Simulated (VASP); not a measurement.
Runs of VASP 6.6.1 on KCl. The structure is that of space group Pm-3m (No. 221), or close to it. The cells are those of the table. 

```csv
cell,gap on the mesh (eV),pressure (GPa)
"a = 3.652 Å, 2 atoms",(c),1.9
"a = 3.526 Å, 2 atoms",(a),6.1
"a = 3.786 Å, 2 atoms",4.79,-0.7
"a = 3.737 Å, 2 atoms",(b),0.0
"a = 3.581 Å, 2 atoms",5.60,4.0
```

Alike in all rows: task single point; level PBEsol; potentials or basis VASP PAW PBE potentials, release 64 (K_sv, Cl); no spin polarisation; k mesh 8 × 8 × 8; cutoff (eV) 500; smearing gaussian 0.05 eV.

Task: Estimate the missing entries.

Result: (a) 5.88; (b) 4.96; (c) 5.29.

Caveats: the PAW data sets were made with another functional, which shifts forces and pressure a little; the cell stands under pressure (at least some runs).

A k mesh can miss the band edges.
